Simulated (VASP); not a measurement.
**Ru: single point with PBE**

Crystal: Ru.

```
Ru
1.0
     0.00000    2.56105    2.56105
     2.56105    0.00000    2.56105
     2.56105    2.56105    0.00000
Ru
2
Direct
  0.87500 0.87500 0.87500
  0.12500 0.12500 0.12500
```

```yaml
Program: VASP 6.6.1
Task: single point
Functional: PBE
Potentials_or_basis: VASP PAW PBE potentials, release 64 (Ru_pv)
Cutoff: 520 eV
k_mesh: 13 × 13 × 13
Occupations: fermi-dirac, width 0.1 eV
Spin: no spin polarisation
Dipole_correction: no
Further_INCAR_settings: ALGO = Normal; EDIFF = 1e-07; NBANDS = 21
```

```
Pressure               : 49.0 GPa
Band gap on the k mesh : zero (band 14 reaches 10.16 eV, above the bottom of band 15 at 9.03 eV)
```

Levels at points of the mesh, in eV from the Fermi level:
| k point | band 12 | band 13 | band 14 | band 15 | band 16 | band 17 |
| --- | --- | --- | --- | --- | --- | --- |
| (0.00, 0.00, 0.00) | -3.87 | -0.54 | -0.54 | -0.54 | 2.51 | 2.51 |

Wall time 60 s on 1 thread of Intel(R) Xeon(R) Platinum 8259CL CPU @ 2.50GHz (Skylake/Cascade Lake), with other jobs on the host, peak memory 0.18 GiB.
